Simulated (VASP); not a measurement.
# HfSiO4: relaxation of cell and atoms with PBE

The system is HfSiO4.

```
Hf Si O
1.0
     3.35435   -3.35435    0.00000
     3.35435    3.35435    0.00000
     0.00000    0.00000    3.15896
Hf Si O
1 1 4
Direct
  0.00000 0.00000 0.00000
  0.50000 0.50000 0.50000
  0.19496 0.19496 0.50000
  0.69496 0.30504 0.00000
  0.30504 0.69496 0.00000
  0.80504 0.80504 0.50000
```

| Quantity | Value |
| --- | --- |
| Program | VASP 6.6.1 |
| Task | relaxation of cell and atoms |
| Functional | PBE |
| Potentials or basis | VASP PAW PBE potentials, release 64 (Hf_pv, Si, O) |
| Cutoff | 600 eV |
| k mesh | 4 × 4 × 6 |
| Occupations | gaussian, width 0.1 eV |
| Spin | no spin polarisation |
| Dipole correction | no |
| Further INCAR settings | ALGO = Normal; EDIFF = 1e-07; IBRION = 2; EDIFFG = -0.04; NSW = 90; ISIF = 3 |

| Item | Value |
| --- | --- |
| Relaxed volume | 10.35 Å³/atom |
| Relaxed cell | a = 4.574 Å, b = 4.574 Å, c = 2.971 Å, α = 90.00°, β = 90.00°, γ = 91.66° |
| Space group after relaxing (to 0.1 Å) | Cmmm (No. 65) |
| Energy gained by relaxing | 289.6 meV/atom |
| Ionic steps | 8 |
| Pressure after relaxing | -0.4 GPa |
| Largest force after relaxing | 0.014 eV/Å |
| Band gap on the k mesh | 1.84 eV |

Forces on the atoms (eV/Å):
```
Hf   0.000  0.000  0.000
Si   0.000  0.000  0.000
O    0.014  0.000  0.000
O    0.000  0.008  0.000
O    0.000 -0.008  0.000
O   -0.014  0.000  0.000
```

Stress tensor (GPa, compression positive):
```
-0.53  0.00  0.00
 0.00 -0.23  0.00
 0.00  0.00 -0.31
```

Step by step:
```csv
step,energy change (eV),largest force (eV/Å),pressure (GPa),volume (Å³)
1,0.0000,3.6822,-16.42,71.09
2,-1.3905,2.2789,16.82,59.24
3,-1.6151,1.8376,3.42,62.03
4,-1.6155,1.7834,4.10,61.86
5,-1.6239,1.6308,-4.35,62.92
6,-1.7157,0.7849,-0.85,62.39
7,-1.7364,0.2135,-0.18,62.06
8,-1.7378,0.0139,-0.36,62.12
```

Final structure:
```yaml
crystal:
  lattice:
    - [3.18709, -3.28078, 0.00000]
    - [3.18709, 3.28078, 0.00000]
    - [0.00000, 0.00000, 2.97069]
  atoms:
    - { symbol: Hf, position: [0.00000, 0.00000, 0.00000] }
    - { symbol: Si, position: [0.50000, 0.50000, 0.50000] }
    - { symbol: O, position: [0.22046, 0.22046, 0.50000] }
    - { symbol: O, position: [0.67870, 0.32130, 0.00000] }
    - { symbol: O, position: [0.32130, 0.67870, 0.00000] }
    - { symbol: O, position: [0.77954, 0.77954, 0.50000] }
```

Levels at points of the mesh, in eV from the valence-band top:
| k point | band 17 | band 18 | band 19 | band 20 | band 21 | band 22 |
| --- | --- | --- | --- | --- | --- | --- |
| (0.00, 0.00, 0.00) | -0.71 | -0.64 | 0.00 | 1.84 | 5.17 | 5.92 |
| (0.50, 0.00, 0.00) | -1.86 | -1.13 | -0.50 | 2.82 | 5.62 | 5.64 |
| (0.50, 0.50, 0.00) | -1.44 | -1.41 | -1.38 | 2.49 | 5.70 | 5.96 |
| (0.00, 0.00, 0.50) | -2.26 | -1.16 | -0.61 | 4.92 | 5.37 | 7.16 |
| (0.50, 0.00, 0.50) | -1.58 | -1.46 | -1.06 | 3.85 | 4.71 | 7.39 |
| (0.50, 0.50, 0.50) | -1.16 | -0.93 | -0.41 | 4.02 | 4.78 | 7.06 |

It took 8.7 min on 1 thread of Intel Xeon 8259CL (shared host), peak memory 0.26 GiB.

Caveat: spin-orbit coupling is left out, which moves the levels of the heavy elements. A k mesh can miss the band edges.
